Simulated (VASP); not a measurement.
# BN (P1) in VASP: notebook

BN is run at these levels: PBE+D3(BJ); tasks: single point.

All numbers are computed with VASP 6.6.1; they aren't measurements. Logs are shortened: lines on timing, memory, paths and dates and some standing lists are left out, and cuts for length are marked.

## Step 1: The cell of the first run

The typed cell holds 16 atoms: a = 5.106 Å, b = 5.106 Å, c = 6.792 Å, α = 90.00°, β = 90.00°, γ = 120.00°.

## Step 2: Single point, PBE+D3(BJ)

INCAR

```
SYSTEM = BN
PREC = Accurate
ENCUT = 520
EDIFF = 1E-6
ISMEAR = -1
SIGMA = 0.1551
LREAL = Auto
LASPH = .TRUE.
NELM = 100
ALGO = Normal
ISIF = 2
LWAVE = .FALSE.
LCHARG = .TRUE.
GGA = PE
IVDW = 12
LELF = .TRUE.
LVHAR = .TRUE.
NBANDS = 46
```

KPOINTS

```
Automatic mesh
0
G
  6 6 4
  0 0 0
```

POSCAR

```
BN
1.0
    2.5531020490     -4.4221024657      0.0000000000
    2.5531020489      4.4221024657      0.0000000000
    0.0000000000      0.0000000000      6.7918449327
B N
8 8
Direct
    0.3637938209      0.0334999978      0.2226104828
    0.8221254823      0.9893025030      0.2053991329
    0.3292669591      0.4862685890      0.2407187780
    0.8484341880      0.5147275314      0.2480400751
    0.5593435134      0.2861341231      0.6768426128
    0.0895900485      0.2500714958      0.6591054043
    0.5764534184      0.8009106303      0.6666906836
    0.0861574104      0.7382262834      0.6486253263
    0.2501535528      0.0713596331      0.6857692978
    0.7862334883      0.1245675567      0.6835211969
    0.2441490935      0.5963223447      0.6523412289
    0.7438561270      0.6081166226      0.6764909829
    0.6884293042      0.1811993197      0.2313754527
    0.1514299667      0.1565919856      0.2378175620
    0.6480703930      0.6502807200      0.1977681941
    0.1735611895      0.6739776776      0.2483920491
```

Potentials or basis: VASP PAW PBE potentials, release 64 (B, N).

Run with:

```bash
$ cat potpaw_PBE.64/B/POTCAR potpaw_PBE.64/N/POTCAR > POTCAR
$ mpirun -np 1 vasp_std > vasp.out
```

OUTCAR:

```text
SYSTEM = BN
   PREC = Accurate
   ENCUT = 520
   EDIFF = 1E-6
   ISMEAR = -1
   LREAL = Auto
   LASPH = .TRUE.
   NELM = 100
   ISIF = 2
   GGA = PE
   IVDW = 12
 IVDW          = 12

 ion  position               nearest neighbor table
   1  0.364  0.033  0.223-  13 1.44  14 1.50  16 1.60
   2  0.822  0.989  0.205-  13 1.46  14 1.47  15 1.50
   3  0.329  0.486  0.241-  15 1.44  14 1.46  16 1.52
   4  0.848  0.515  0.248-  16 1.44  13 1.48  15 1.53
   5  0.559  0.286  0.677-   9 1.40  12 1.43  10 1.73
   6  0.090  0.250  0.659-  10 1.36   9 1.51  11 1.53
[... 8 lines left out ...]
  15  0.648  0.650  0.198-   3 1.44   2 1.50   4 1.53
  16  0.174  0.674  0.248-   4 1.44   3 1.52   1 1.60

  LATTYP: Found a hexagonal cell.
 ALAT       =     5.1062040979
 C/A-ratio  =     1.3301162277

  Lattice vectors:

 A1 = (   2.5531020490,  -4.4221024657,   0.0000000000)
 A2 = (   2.5531020489,   4.4221024657,   0.0000000000)
 A3 = (   0.0000000000,   0.0000000000,   6.7918449327)

Analysis of symmetry for initial positions (statically):
=====================================================================
 Subroutine PRICEL returns:
 Original cell was already a primitive cell.

 Routine SETGRP: Setting up the symmetry group for a
 hexagonal supercell.

 Subroutine GETGRP returns: Found  1 space group operations
 (whereof  1 operations were pure point group operations)
 out of a pool of 24 trial point group operations.

The static configuration has the point symmetry C_1 .

Analysis of symmetry for dynamics (positions and initial velocities):
=====================================================================
 Subroutine PRICEL returns:
 Original cell was already a primitive cell.

 Routine SETGRP: Setting up the symmetry group for a
 hexagonal supercell.

 Subroutine GETGRP returns: Found  1 space group operations
 (whereof  1 operations were pure point group operations)
 out of a pool of 24 trial point group operations.

The dynamic configuration has the point symmetry C_1 .

 Subroutine INISYM returns: Found  1 space group operations
 (whereof  1 operations are pure point group operations),
 and found     1 'primitive' translations

----------------------------------------------------------------------------------------

                                     Primitive cell

  volume of cell :     153.3609

  direct lattice vectors                    reciprocal lattice vectors
     2.553102049 -4.422102466  0.000000000     0.195840194 -0.113068389  0.000000000
     2.553102049  4.422102466  0.000000000     0.195840194  0.113068389  0.000000000
     0.000000000  0.000000000  6.791844933     0.000000000  0.000000000  0.147235399

  length of vectors
     5.106204098  5.106204098  6.791844933     0.226136777  0.226136777  0.147235399

  position of ions in fractional coordinates (direct lattice)
     0.363793821  0.033499998  0.222610483
     0.822125482  0.989302503  0.205399133
     0.329266959  0.486268589  0.240718778
     0.848434188  0.514727531  0.248040075
     0.559343513  0.286134123  0.676842613
     0.089590048  0.250071496  0.659105404
[... 8 lines left out ...]
     0.648070393  0.650280720  0.197768194
     0.173561189  0.673977678  0.248392049

  ion indices of the primitive-cell ions
   primitive index   ion index
                 1           1
                 2           2
                 3           3
                 4           4
                 5           5
                 6           6
[... 8 lines left out ...]
                15          15
                16          16

----------------------------------------------------------------------------------------

 KPOINTS: Automatic mesh

Automatic generation of k-mesh.
 Grid dimensions read from file:
 generate k-points for:    6    6    4

 Generating k-lattice:

  Cartesian coordinates                     Fractional coordinates (reciprocal lattice)
     0.032640032 -0.018844731  0.000000000     0.166666667  0.000000000  0.000000000
     0.032640032  0.018844731  0.000000000     0.000000000  0.166666667  0.000000000
     0.000000000  0.000000000  0.036808850     0.000000000  0.000000000  0.250000000

  Length of vectors
     0.037689463  0.037689463  0.036808850

  Shift w.r.t. Gamma in fractional coordinates (k-lattice)
     0.000000000  0.000000000  0.000000000

 Subroutine IBZKPT returns following result:
 ===========================================

 Found     76 irreducible k-points:

 Following reciprocal coordinates:
            Coordinates               Weight
  0.000000  0.000000  0.000000      1.000000
  0.166667  0.000000  0.000000      2.000000
 -0.000000  0.166667  0.000000      2.000000
 -0.166667  0.166667  0.000000      2.000000
  0.333333 -0.000000  0.000000      2.000000
  0.000000  0.333333  0.000000      2.000000
[... 16 lines left out ...]
 -0.000000  0.166667  0.250000      2.000000
 -0.166667  0.166667  0.250000      2.000000
 [... further k-points ...]
   k-points           NKPTS =     76   k-points in BZ     NKDIM =     76   number of bands    NBANDS=     46
   number of dos      NEDOS =    301   number of ions     NIONS =     16
   total plane-waves  NPLWV =  86400
   dimension x,y,z NGX =    40 NGY =   40 NGZ =   54
   dimension x,y,z NGXF=    80 NGYF=   80 NGZF=  108
   ions per type =               8   8
   NGX,Y,Z   is equivalent  to a cutoff of  13.02, 13.02, 13.22 a.u.
   NGXF,Y,Z  is equivalent  to a cutoff of  26.05, 26.05, 26.44 a.u.
 SYSTEM =  BN
   PREC   = accura    normal or accurate (medium, high low for compatibility)
   ISTART =      0    job   : 0-new  1-cont  2-samecut
   ICHARG =      2    charge: 1-file 2-atom 10-const
   ISPIN  =      1    spin polarized calculation?
   LNONCOLLINEAR =      F non collinear calculations
   LSORBIT =      F    spin-orbit coupling
   LASPH  =      T    aspherical Exc in radial PAW
   ENCUT  =  520.0 eV  38.22 Ry    6.18 a.u.   9.49  9.49 12.63*2*pi/ulx,y,z
   NELM   =    100;   NELMIN=  2; NELMDL= -5     # of ELM steps
   EDIFF  = 0.1E-05   stopping-criterion for ELM
   LREAL  =      T    real-space projection
   EDIFFG = 0.1E-04   stopping-criterion for IOM
   NSW    =      0    number of steps for IOM
   IBRION =     -1    ionic relax: 0-MD 1-quasi-New 2-CG
   NFREE  =      0    steps in history (QN), initial steepest desc. (CG)
   ISIF   =      2    stress and relaxation
   ISYM   =      2    0-nonsym 1-usesym 2-fastsym
   POTIM  = 0.5000    time-step for ionic-motion
   TEBEG  =    0.0;   TEEND  =   0.0 temperature during run
   PSTRESS=    0.0 pullay stress
   NELECT =      64.0000    total number of electrons
   NUPDOWN=      -1.0000    fix difference up-down
   EMIN   =  10.00;   EMAX   =-10.00  energy-range for DOS
   EFERMI =   0.00;   METHOD = LEGACY
   ISMEAR =    -1;   SIGMA  =   0.16  broadening in eV -4-tet -1-fermi 0-gaus
   EFERMI_NEDOS =   21; number of points for ismear=-14 and -15
   IALGO  =     38    algorithm
   IMIX   =      4    mixing-type and parameters
     AMIX     =   0.40;   BMIX     =  1.00
     AMIX_MAG =   1.60;   BMIX_MAG =  1.00
  volume/ion in A,a.u.               =       9.59        64.68
  Fermi-wavevector in a.u.,A,eV,Ry     =   1.223385  2.311863 20.363452  1.496672
  Thomas-Fermi vector in A             =   2.358498
   LORBIT       =      0    0 simple, 1 ext, 2 COOP (PROOUT), +10 PAW based schemes
   GGA     = PE    functional components
   LHFCALC =     F    Hartree Fock is set to
   AEXX    =    0.0000 exact exchange contribution
   IVDW    =    12    specifies the selected vdW correction
   LEPSILON=     F    determine dielectric tensor
   LRPA    =     F    only Hartree local field effects (RPA)
 non-spin polarized calculation
  energy-cutoff  :      520.00
  volume of cell :      153.36
 maximum number of plane-waves:      4165
 NGX is ok and might be reduce to    40
   NGX = 19   NGY = 19   NGZ = 25

 number of electron      63.9999999 magnetization

 Free energy of the ion-electron system (eV)
  ---------------------------------------------------
  ext. energy  EPLUGINS =         0.00000000
  ---------------------------------------------------
  free energy    TOTEN  =      -136.32645964 eV

  energy without entropy =     -136.32641286  energy(sigma->0) =     -136.32643625

 E-fermi :   3.8224     XC(G=0):  -9.7892

 val. band max:        2.2325686256   @ k =  -0.3333   0.5000   0.0000
 cond. band min:       5.1833577283   @ k =   0.0000   0.0000   0.0000
 fundamental gap:      2.9507891027
 Fermi energy:         3.8224150258

 k-point     1 :       0.0000    0.0000    0.0000
  band No.  band energies     occupation
      1     -15.6788      2.00000
      2     -15.2988      2.00000
      3     -12.9614      2.00000
      4     -12.8235      2.00000
      5     -12.6147      2.00000
      6     -12.5356      2.00000
[... 36 lines left out ...]
     43      10.5581      0.00000
     44      10.7502      0.00000

 k-point     2 :       0.1667    0.0000    0.0000
  band No.  band energies     occupation
      1     -15.5560      2.00000
      2     -15.1835      2.00000
      3     -13.1043      2.00000
      4     -12.9970      2.00000
      5     -12.7990      2.00000
      6     -12.6447      2.00000
[... 36 lines left out ...]
     43      10.9130      0.00000
     44      11.0876      0.00000

 k-point     3 :      -0.0000    0.1667    0.0000
  band No.  band energies     occupation
      1     -15.5523      2.00000
      2     -15.1793      2.00000
      3     -13.2155      2.00000
      4     -12.9232      2.00000
      5     -12.7899      2.00000
      6     -12.5347      2.00000
[... 976 lines left out ...]
     43      10.6965      0.00000
     44      11.1060      0.00000

 k-point    24 :      -0.1667    0.1667    0.2500
  band No.  band energies     occupation
      1     -15.5306      2.00000
      2     -15.2008      2.00000
      3     -13.1735      2.00000
      4     -13.0519      2.00000
      5     -12.6387      2.00000
      6     -12.5778      2.00000
[... 36 lines left out ...]
     43      10.6668      0.00000
     44      10.8361      0.00000

 [... further k-points ...]

 [bands above 44 left out]

------------------------ aborting loop because EDIFF is reached ----------------------------------------

 Edisp (eV)   -2.14052

 E8    (eV) :    -0.6291

  FORCE on cell =-STRESS in cart. coord.  units (eV):
  Direction    XX          YY          ZZ          XY          YZ          ZX
  --------------------------------------------------------------------------------------
  -------------------------------------------------------------------------------------
  Total     -15.25411   -12.92812     1.28625    -1.85494    -0.49609    -0.52698
  in kB    -159.36121  -135.06139    13.43761   -19.37875    -5.18273    -5.50547
  external pressure =      -93.66 kB  Pullay stress =        0.00 kB

 VOLUME and BASIS-vectors are now :
 -----------------------------------------------------------------------------
  energy-cutoff  :      520.00
  volume of cell :      153.36
      direct lattice vectors                 reciprocal lattice vectors
     2.553102049 -4.422102466  0.000000000     0.195840194 -0.113068389  0.000000000
     2.553102049  4.422102466  0.000000000     0.195840194  0.113068389  0.000000000
     0.000000000  0.000000000  6.791844933     0.000000000  0.000000000  0.147235399

 POSITION                                       TOTAL-FORCE (eV/Angst)
 -----------------------------------------------------------------------------------
      1.01433     -1.46059      1.51194        -4.152398     -0.312394      1.253925
      4.62476      0.73927      1.39504         0.201606     -0.573474      1.519806
      2.08215      0.69428      1.63492        -0.077935      2.490786     -1.233066
      3.48029     -1.47569      1.68465        -0.502382      0.400285     -2.374959
      2.15859     -1.20816      4.59701         1.969280     -4.604179      0.407637
      0.86719      0.70967      4.47654         2.142906     -0.602906      1.189156
[... 8 lines left out ...]
      3.31482      0.00977      1.34321         2.411668     -0.979779      1.561673
      2.16385      2.21289      1.68704         1.663516     -0.018970     -0.868654
 -----------------------------------------------------------------------------------
    total drift:                                0.000927     -0.001125      0.000176

  FREE ENERGIE OF THE ION-ELECTRON SYSTEM (eV)
  ---------------------------------------------------
  free  energy   TOTEN  =      -138.4669799600 eV

  energy  without entropy=     -138.4669331819  energy(sigma->0) =     -138.46695657
```

Run time: 11 min. Hardware: 1 thread of Intel Xeon Platinum 8559C (Emerald Rapids), shared host; peak memory 0.47 GiB.

What came out:

```yaml
Free_energy: -138.4670 eV
Pressure: -9.4 GPa
Largest_force: 6.900 eV/Å
Band_gap_on_the_k_mesh: 2.95 eV (least direct gap 3.22 eV)
Dispersion_energy_per_atom: -0.134 eV
```

Forces in eV/Å, atoms in the order of the input:
```
B   -4.152 -0.312  1.254
B    0.202 -0.573  1.520
B   -0.078  2.491 -1.233
B   -0.502  0.400 -2.375
B    1.969 -4.604  0.408
B    2.143 -0.603  1.189
B    0.175 -4.139  0.600
B   -0.532  6.514  2.213
N    0.648  2.592 -1.401
N   -5.329  4.307 -0.595
N    0.951 -5.360  0.322
N    0.043  0.771 -1.186
N   -1.158  1.090 -0.487
N    1.546 -1.574 -0.921
N    2.412 -0.980  1.562
N    1.664 -0.019 -0.869
```

Stress tensor (GPa, compression positive):
```
-15.94  -1.94  -0.55
 -1.94 -13.51  -0.52
 -0.55  -0.52   1.34
```

Caveat: the stress differs along the axes, from -16 to 1 GPa; the atoms stand as in a frame of molecular dynamics; forces of over 1 eV/Å act on the atoms, so gaps and moduli don't describe the material at rest. A k mesh can miss the band edges.

## Step 3: Single point, PBE+D3(BJ)

INCAR

```
SYSTEM = BN
PREC = Accurate ; ENCUT = 520
EDIFF = 1E-7 ; ISMEAR = -1
SIGMA = 0.1551 ; LREAL = Auto
LASPH = .TRUE. ; NELM = 100
ALGO = Normal ; ISIF = 2
LWAVE = .FALSE. ; LCHARG = .FALSE.
GGA = PE ; IVDW = 12
NBANDS = 46
```

KPOINTS

```
Automatic mesh
0
Gamma
  3 3 2
  0 0 0.5
```

POSCAR

```
BN
1.0
    2.5531020490     -4.4221024657      0.0000000000
    2.5531020489      4.4221024657      0.0000000000
    0.0000000000      0.0000000000      6.7918449327
B N
8 8
Direct
    0.3936909798      0.1325382795      0.1943968116
    0.8635726797      0.1481428532      0.1983222546
    0.3739294340      0.6268962091      0.2285563077
    0.8745972713      0.6622555159      0.2267099758
    0.5964012650      0.2710677814      0.7681463655
    0.0919636772      0.2608295065      0.8178736492
    0.5819977357      0.7794311979      0.7620867454
    0.0976206545      0.7926723915      0.7864758476
    0.2821462108      0.1299242744      0.7686235554
    0.7390874666      0.0885351507      0.8210802890
    0.2473463848      0.6095641335      0.7992003725
    0.7453639144      0.6171350901      0.7506598061
    0.7327870533      0.3371623446      0.2226222794
    0.2192602260      0.2929613676      0.2145583438
    0.6860633474      0.8277601997      0.2367043146
    0.1997825673      0.8148196500      0.1605291362
```

Potentials or basis: VASP PAW PBE potentials, release 64 (B, N).

Run with:

```bash
$ cat potpaw_PBE.64/B/POTCAR potpaw_PBE.64/N/POTCAR > POTCAR
$ mpirun -np 1 vasp_std > vasp.out
```

OUTCAR:

```text
SYSTEM = BN
   PREC = Accurate
   ENCUT = 520
   EDIFF = 1E-7
   ISMEAR = -1
   LREAL = Auto
   LASPH = .TRUE.
   NELM = 100
   ISIF = 2
   GGA = PE
   IVDW = 12
 IVDW          = 12

 ion  position               nearest neighbor table
   1  0.394  0.133  0.194-  16 1.43  14 1.49  13 1.52
   2  0.864  0.148  0.198-  13 1.43  15 1.44  14 1.59
   3  0.374  0.627  0.229-  15 1.40  14 1.48  16 1.67
   4  0.875  0.662  0.227-  13 1.44  16 1.51  15 1.57
   5  0.596  0.271  0.768-   9 1.39  10 1.49  12 1.54
   6  0.092  0.261  0.818-   9 1.47  11 1.55  10 1.56
[... 648 lines left out ...]
  Total     -16.98386   -19.08484    -0.94527     1.39143     2.59189     0.91465
  in kB    -177.43210  -199.38124    -9.87529    14.53639    27.07769     9.55546
  external pressure =     -128.90 kB  Pullay stress =        0.00 kB

 VOLUME and BASIS-vectors are now :
 -----------------------------------------------------------------------------
  energy-cutoff  :      520.00
  volume of cell :      153.36
      direct lattice vectors                 reciprocal lattice vectors
     2.553102049 -4.422102466  0.000000000     0.195840194 -0.113068389  0.000000000
     2.553102049  4.422102466  0.000000000     0.195840194  0.113068389  0.000000000
     0.000000000  0.000000000  6.791844933     0.000000000  0.000000000  0.147235399

 POSITION                                       TOTAL-FORCE (eV/Angst)
 -----------------------------------------------------------------------------------
      1.34352     -1.15484      1.32031         0.789107      2.768707      1.132320
      2.58301     -3.16370      1.34697         2.282694     -1.873887      1.928568
      2.55521      1.11864      1.55232        -1.372748      2.516813     -2.486254
      3.92374     -0.93900      1.53978         0.901591      0.532448     -1.661088
      2.21474     -1.43866      5.21713         2.768830      0.856794      0.940058
      0.90072      0.74674      5.55487         1.511006      2.505404     -2.359095
[... 8 lines left out ...]
      3.86495      0.62660      1.60766         0.714631     -4.335420     -0.075412
      2.59038      2.71976      1.09029        -0.747255     -2.355351      3.584773
 -----------------------------------------------------------------------------------
    total drift:                               -0.004395     -0.000876      0.000429

  FREE ENERGIE OF THE ION-ELECTRON SYSTEM (eV)
  ---------------------------------------------------
  free  energy   TOTEN  =      -138.2262444607 eV

  energy  without entropy=     -138.2261590521  energy(sigma->0) =     -138.22620176
```

Run time: 99 s. Hardware: 1 thread of Intel Xeon Platinum 8559C (Emerald Rapids), shared host; peak memory 0.28 GiB.

What came out:

| Property | Result |
| --- | --- |
| Free energy | -138.2262 eV |
| Pressure | -12.9 GPa |
| Largest force | 4.660 eV/Å |
| Band gap on the k mesh | 3.13 eV (least direct gap 3.16 eV) |
| Dispersion energy per atom | -0.135 eV |

Forces in eV/Å, atoms in the order of the input:
```
B    0.789  2.769  1.132
B    2.283 -1.874  1.929
B   -1.373  2.517 -2.486
B    0.902  0.532 -1.661
B    2.769  0.857  0.940
B    1.511  2.505 -2.359
B   -2.299 -0.610  2.220
B   -1.793 -0.288 -0.996
N   -4.445  1.151  0.798
N    3.803 -0.027 -1.725
N   -0.711 -0.796 -1.273
N    1.314 -3.237  0.778
N   -2.765  0.659 -0.470
N    0.047  2.532 -0.336
N    0.715 -4.335 -0.075
N   -0.747 -2.355  3.585
```

Caveat: the k points lie up to 0.47 Å⁻¹ apart; the atoms stand as in a frame of molecular dynamics; a shifted mesh leaves out Γ, where band edges can lie; forces of over 1 eV/Å act on the atoms, so gaps and moduli don't describe the material at rest. A k mesh can miss the band edges.
